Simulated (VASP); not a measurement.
A run of VASP 6.6.1 is set up as follows.

The input INCAR:

```
PREC = Accurate
ENCUT = 520
EDIFF = 1E-7
ISMEAR = 0
SIGMA = 0.15
LREAL = F
LASPH = T
NELM = 60
ALGO = Fast
ISIF = 2
LWAVE = F
LCHARG = F
GGA = PS
NBANDS = 10
```

File KPOINTS:

```
Automatic mesh
0
Gamma
  22 22 22
```

Contents of POSCAR:

```
Ir
1.0
    0.0000000000      1.9772910000      1.9484955000
    1.9772910000      0.0000000000      1.9484955000
    1.9772910000      1.9772910000      0.0000000000
Ir
1
Direct
    0.0000000000      0.0000000000      0.0000000000
```

Potentials or basis: VASP PAW PBE potentials, release 64 (Ir).

Launch:

```bash
$ cat potpaw_PBE.64/Ir/POTCAR > POTCAR
$ mpirun -np 1 vasp_std > vasp.out
```

Question: Estimate the pressure.

Answer: -24.9 GPa.

Stress tensor (GPa, compression positive):
```
-26.40   0.00   0.00
  0.00 -26.40   0.00
  0.00   0.00 -22.04
```

Caveat: the cell differs from its parent crystal (strain +0.030 along x and y, +0.015 along z); the PAW data sets were made with another functional, which shifts forces and pressure a little.
